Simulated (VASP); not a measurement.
Set up this calculation in VASP 6.6.1, as the native input.

```yaml
Task: single point
Functional: PBE
Potentials_or_basis: VASP PAW PBE potentials, release 64 (Al, Mo_sv, C)
Cutoff: 520 eV
k_mesh: 12 × 12 × 6
Occupations: gaussian, width 0.1 eV
Spin: no spin polarisation
Dipole_correction: no
Further_INCAR_settings: ALGO = Normal; EDIFF = 1e-07; NBANDS = 32
```

The structure of AlMo3C lies in POSCAR:

```
AlMo3C
1.0
    2.9449411224      0.0000000000      0.0000000000
    0.0000000000      2.9449411224      0.0000000000
    0.0000000000      0.0000000000      8.2911330202
Al Mo C
1 3 1
Direct
    0.0000000000      0.0000000000      0.0000000000
    0.0000000000      0.0000000000      0.5000000000
    0.0000000000      0.5000000000      0.7524528499
    0.5000000000      0.0000000000      0.2475471501
    0.5000000000      0.5000000000      0.0000000000
```

The cell was generated, and may not be a known phase.

These files were run (other wordings do the same):

INCAR

```
SYSTEM = AlMo3C
PREC = Accurate ; ENCUT = 520
EDIFF = 1E-7 ; ISMEAR = 0
SIGMA = 0.1 ; LREAL = .FALSE.
LASPH = .TRUE. ; NELM = 100
ALGO = Normal ; ISIF = 2
LWAVE = .FALSE. ; LCHARG = .FALSE.
GGA = PE ; NBANDS = 32
```

KPOINTS

```
regular mesh
0
G
  12 12 6
  0 0 0
```

Potentials or basis: VASP PAW PBE potentials, release 64 (Al, Mo_sv, C).

Launch:

```console
$ cat potpaw_PBE.64/Al/POTCAR potpaw_PBE.64/Mo_sv/POTCAR potpaw_PBE.64/C/POTCAR > POTCAR
$ mpirun -np 1 vasp_std > vasp.out
```

It gave:

- Pressure: 0.3 GPa
- Largest force: 0.020 eV/Å
- Band gap on the k mesh: zero (an odd number of electrons rules out a gap without spin polarisation)

It took 3.6 min on 1 thread of Intel Xeon 8259CL, with other jobs on the host, peak memory 0.34 GiB.
